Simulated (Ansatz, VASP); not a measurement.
# One calculation of SrTiO3, two programs

The input INCAR:

```
SYSTEM = SrTiO3
PREC = Accurate ; ENCUT = 520
EDIFF = 1E-6 ; ISMEAR = 0
SIGMA = 0.05 ; LREAL = .FALSE.
LASPH = .TRUE. ; NELM = 80
ALGO = Normal ; ISIF = 2
LWAVE = .FALSE. ; LCHARG = .TRUE.
GGA = PE ; LELF = .TRUE.
LVHAR = .TRUE. ; NBANDS = 28
```

File KPOINTS:

```
regular mesh
0
G
  8 8 8
  0 0 0
```

The input POSCAR:

```
SrTiO3
1.0
    3.8444942777      0.0000000000      0.0000000000
    0.0000000000      3.8444942777      0.0000000000
    0.0000000000      0.0000000000      4.1202397589
Sr Ti O
1 1 3
Direct
    0.0034176272      0.0000000000      0.0000000000
    0.5161346144      0.5000000000      0.5000000000
   -0.0243877070      0.5000000000      0.5000000000
    0.4786990076      0.0000000000      0.5000000000
    0.4786990076      0.5000000000      0.0000000000
```

Input for Ansatz:

```yaml
crystal:
  lattice:
    - [3.8444942777, 0.0, 0.0]
    - [0.0, 3.8444942777, 0.0]
    - [0.0, 0.0, 4.1202397589]
  atoms:
    - { symbol: Sr, position: [0.0034176272, 0.0, 0.0] }
    - { symbol: Ti, position: [0.5161346144, 0.5, 0.5] }
    - { symbol: O, position: [-0.024387707, 0.5, 0.5] }
    - { symbol: O, position: [0.4786990076, 0.0, 0.5] }
    - { symbol: O, position: [0.4786990076, 0.5, 0.0] }
basis:
  ecutwfc: 520.0
kpoints:
  mp_grid: { grid: [8, 8, 8] }
hamiltonian:
  xc: pbe
  pseudopotentials: { kind: paw, azcp: { folder: soft_1 } }
scf:
  occupations: { method: gaussian, width: 0.05 }
output:
  forces: true
  stress: true
  eigenvalues: true
```

Change from the starting cell: mode 1 frozen in at -0.096 Å, strain +e along z and -e/2 along x and y +0.0467.

Alike in both runs: task single point; functional PBE; k mesh 8 × 8 × 8; occupations gaussian, width 0.05 eV; no spin polarisation.

|  | VASP | Ansatz |
| --- | --- | --- |
| version | VASP 6.6.1 | Ansatz 0.2.0 |
| potentials or method | VASP PAW PBE potentials, release 64 (Sr_sv, Ti_sv, O), cutoff 520 eV | scalar-relativistic, plane waves, PAW |
| valence electrons in the cell | 40 | 40 |

Ansatz gave:

| Quantity | Value |
| --- | --- |
| gap on the k mesh at the Fermi level (eV) | 1.94 |
| least direct gap on the mesh (eV) | 2.45 |
| pressure (GPa) | 3.5 |
| traceless stress, the component that is largest in VASP (GPa) | -10.60 |
| rms of the force components (eV/Å) | 0.377 |

Problem. What did VASP give for the same quantities?

Solution. gap on the k mesh at the Fermi level (eV): 1.90; least direct gap on the mesh (eV): 2.42; pressure (GPa): 4.2; traceless stress, the component that is largest in VASP (GPa): -10.81; rms of the force components (eV/Å): 0.410.

Atom by atom the forces differ by 0.033 eV/Å (rms over components).
